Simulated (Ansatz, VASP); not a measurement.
# One calculation of LiF, two programs

File INCAR:

```
SYSTEM = LiF
PREC = Accurate
ENCUT = 520
EDIFF = 1E-6
ISMEAR = -1
SIGMA = 0.03
LREAL = .False.
LASPH = .True.
NELM = 60
ALGO = Normal
ISIF = 2
LWAVE = .False.
LCHARG = .False.
NBANDS = 12
```

Contents of KPOINTS:

```
regular mesh
0
Gamma
  10 10 10
  0 0 0
```

Contents of POSCAR:

```
LiF
1.0
    0.0000000000      2.0744200000      2.0140000000
    2.0744200000      0.0000000000      2.0140000000
    2.0744200000      2.0744200000      0.0000000000
Li F
1 1
Direct
    0.0000000000      0.0000000000      0.0000000000
    0.5000000000      0.5000000000      0.5000000000
```

Input for Ansatz:

```yaml
crystal:
  lattice:
    - [0.0, 2.07442, 2.014]
    - [2.07442, 0.0, 2.014]
    - [2.07442, 2.07442, 0.0]
  atoms:
    - { symbol: Li, position: [0.0, 0.0, 0.0] }
    - { symbol: F, position: [0.5, 0.5, 0.5] }
kpoints:
  mp_grid: { grid: [10, 10, 10] }
  band_path:
    path:
      - [0.0, 0.0, 0.0]
      - [0.0, 0.5, 0.5]
      - [0.25, 0.75, 0.5]
      - [0.0, 0.5, 0.0]
      - [0.0, 0.0, 0.0]
      - [0.5, 0.5, 0.0]
      - [0.3826125, 0.6173875, 0.0]
      - [-0.3826125, 0.3826125, 0.0]
      - [0.0, 0.0, 0.0]
    npoints: 5
scf:
  occupations: { method: fermi_dirac, width: 0.03 }
hamiltonian:
  xc: lda
  pseudopotentials: { kind: all_electron, lapw: { basis_error: 0.001 } }
output:
  forces: true
  stress: true
  eigenvalues: true
```

Change from the starting cell: equal xx and yy strain of +3 %.

Alike in both runs: task single point; functional LDA; k mesh 10 × 10 × 10; occupations fermi-dirac, width 0.03 eV; no spin polarisation.

```csv
,VASP,Ansatz
version,VASP 6.6.1,Ansatz 0.2.0
potentials or method,"VASP PAW LDA potentials, release 64 (Li_sv, F), cutoff 520 eV","all-electron LAPW, scalar-relativistic"
```

```tsv
	VASP	Ansatz	Ansatz less VASP
gap on the k mesh at the Fermi level (eV)	8.30	8.29	-0.011
```

LDA's correlation is that of Perdew and Zunger in VASP and of Perdew and Wang (1992) in Ansatz. Ansatz ran all-electron here, and VASP with PAW potentials.

Noted on VASP's run: the cutoff is short for stress, so the pressure is rough.
